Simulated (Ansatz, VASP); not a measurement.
# TaN in VASP and in Ansatz

```
CELL_PARAMETERS angstrom
0.00000 2.17900 2.17900
2.17900 0.00000 2.17900
2.17900 2.17900 0.00000
ATOMIC_POSITIONS crystal
Ta 0.50000 0.50000 0.50000
N 0.01147 0.01147 0.98853
```

Change from the starting cell: all N atoms moved -0.050 Å, as atom 2 towards its neighbour atom 1 (Ta) at 2.179 Å.

Alike in both runs: task single point; functional PBE; k mesh 18 × 18 × 18; occupations gaussian, width 0.15 eV; no spin polarisation.

|  | VASP | Ansatz |
| --- | --- | --- |
| version | VASP 6.6.1 | Ansatz 0.2.0 |
| potentials or method | VASP PAW PBE potentials, release 64 (Ta_pv, N), cutoff 520 eV | scalar-relativistic, plane waves, PAW |
| valence electrons in the cell | 16 | 18 |

VASP gave:

```
gap on the k mesh at the Fermi level (eV)                     : none
pressure (GPa)                                                : 16.0
traceless stress, the component that is largest in VASP (GPa) : 0.93
rms of the force components (eV/Å)                            : 0.266
```

Problem. What did Ansatz give for the same quantities?

Solution. gap on the k mesh at the Fermi level (eV): none; pressure (GPa): 15.0; traceless stress, the component that is largest in VASP (GPa): 0.92; rms of the force components (eV/Å): 0.266.

Atom by atom the forces differ by 0.000 eV/Å (rms over components). A gap of «none» marks a metal or a gap that the smearing closes. VASP's potentials hold 16 valence electrons a cell and Ansatz's 18, so a difference there can come from the potentials and not from the codes.

Spin-orbit coupling is off throughout.
